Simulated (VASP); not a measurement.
Nb: single point with LDA

Nb:

```xyz
1
Lattice="0.0000 2.1573 2.1150 2.1573 0.0000 2.1150 2.1573 2.1573 0.0000" Properties=species:S:1:pos:R:3 pbc="T T T"
Nb    0.0000    0.0000    0.0000
```

This cell differs from its parent crystal: equal xx and yy strain of +2 %.

| Item | Value |
| --- | --- |
| Program | VASP 6.6.1 |
| Task | single point |
| Functional | LDA |
| Potentials or basis | VASP PAW LDA potentials, release 64 (Nb_sv) |
| Cutoff | 520 eV |
| k mesh | 13 × 13 × 13 |
| Occupations | fermi-dirac, width 0.03 eV |
| Spin | no spin polarisation |
| Dipole correction | no |
| Further INCAR settings | ALGO = Normal; EDIFF = 1e-06; NBANDS = 12 |

The pressure is -15.8 GPa and the band gap on the k mesh is zero (an odd number of electrons rules out a gap without spin polarisation).

Stress tensor (GPa, compression positive):
```
-14.23   0.00   0.00
  0.00 -14.23   0.00
  0.00   0.00 -18.99
```

Levels at points of the mesh, in eV from the Fermi level:
```tsv
k point	band 4	band 5	band 6	band 7	band 8	band 9
(0.00, 0.00, 0.00)	-30.13	-6.04	0.08	0.08	0.30	2.41
```

It took 49 s on 1 thread of Intel Xeon 8259CL (shared host), peak memory 0.16 GiB.

Caveat: the cell differs from its parent crystal (equal xx and yy strain of +2 %); the cell stands under tension.
